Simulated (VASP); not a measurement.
# Li3H3N2: relaxation of cell and atoms with PBEsol

Crystal: Li3H3N2.

```
CELL_PARAMETERS angstrom
2.01104 1.16107 4.73572
-2.01104 1.16107 4.73572
0.00000 -2.32215 4.73572
ATOMIC_POSITIONS crystal
Li 0.90814 0.90814 0.90814
Li 0.50000 0.50000 0.50000
Li 0.09186 0.09186 0.09186
H 0.50000 0.00000 0.50000
H 0.50000 0.50000 0.00000
H 0.00000 0.50000 0.50000
N 0.25702 0.25702 0.25702
N 0.74298 0.74298 0.74298
```

```
Program                : VASP 6.6.1
Task                   : relaxation of cell and atoms
Functional             : PBEsol
Potentials or basis    : VASP PAW PBE potentials, release 64 (Li_sv, H, N)
Cutoff                 : 600 eV
k mesh                 : 6 × 6 × 6
Occupations            : fermi-dirac, width 0.03 eV
Spin                   : no spin polarisation
Dipole correction      : no
Further INCAR settings : ALGO = Normal; EDIFF = 1e-06; IBRION = 2; EDIFFG = -0.01; NSW = 100; ISIF = 3
```

```yaml
Relaxed_volume: 5.83 Å³/atom
Relaxed_cell: a = 4.717 Å, b = 4.717 Å, c = 4.717 Å, α = 44.38°, β = 44.38°, γ = 44.38°
Space_group_after_relaxing_to_0.05_Å: R-3m (No. 166)
Energy_gained_by_relaxing: 268.2 meV/atom
Ionic_steps: 11
Pressure_after_relaxing: 0.1 GPa
Largest_force_after_relaxing: 0.007 eV/Å
Band_gap_on_the_k_mesh: 4.74 eV, indirect (least direct gap 4.88 eV)
```

Forces in eV/Å, atoms in the order of the input:
```
Li   0.000  0.000  0.007
Li   0.000  0.000  0.000
Li   0.000  0.000 -0.007
H    0.000  0.000  0.000
H    0.000  0.000  0.000
H    0.000  0.000  0.000
N    0.000  0.000 -0.006
N    0.000  0.000  0.006
```

The path:
```
step  energy change (eV)  largest force (eV/Å)  pressure (GPa)  volume (Å³)
   1              0.0000                2.5280          -21.85        66.35
   2             -1.6518                0.8152          -13.93        56.07
   3             -1.9568                0.9220           -4.20        51.06
   4             -2.0740                0.4951           -2.94        49.17
   5             -2.1346                0.2319           -0.30        46.68
   6             -2.1348                0.2132           -0.49        46.83
   7             -2.1427                0.1026            0.75        46.44
   8             -2.1431                0.0844            1.06        46.34
   9             -2.1457                0.0270            0.19        46.57
  10             -2.1457                0.0333            0.16        46.59
  11             -2.1458                0.0069            0.08        46.65
```

Final structure:
```
CELL_PARAMETERS angstrom
1.78128 1.02842 4.24443
-1.78128 1.02842 4.24443
0.00000 -2.05684 4.24443
ATOMIC_POSITIONS crystal
Li 0.89968 0.89968 0.89968
Li 0.50000 0.50000 0.50000
Li 0.10032 0.10032 0.10032
H 0.50000 0.00000 0.50000
H 0.50000 0.50000 0.00000
H 0.00000 0.50000 0.50000
N 0.26371 0.26371 0.26371
N 0.73629 0.73629 0.73629
```

Levels at points of the mesh, in eV from the valence-band top:
```tsv
k point	band 8	band 9	band 10	band 11	band 12	band 13	band 14	band 15
(0.00, 0.00, 0.00)	-4.18	-0.44	-0.42	-0.42	4.97	6.41	6.41	6.53
(0.50, 0.00, 0.00)	-4.30	-1.78	-1.63	-1.47	5.20	7.64	8.74	8.98
(0.50, 0.50, 0.00)	-5.34	-0.23	-0.22	-0.13	4.74	5.83	6.31	8.53
(0.50, 0.50, 0.50)	-3.17	-2.36	-0.98	-0.98	5.80	7.61	7.91	7.91
```

Run time: 5.5 min on 1 thread of AMD EPYC 9R45 96-Core Processor (Zen 5), on a shared host, peak memory 0.24 GiB.

Caveat: the cutoff is under 1.25 times the usual one of these potentials, so pressure, stress and relaxed cells hold a basis-set (Pulay) error; the volume moved by over 15 % at a fixed basis, so the end points are rough; the PAW data sets were made with another functional, which shifts forces and pressure a little. A k mesh can miss the band edges.
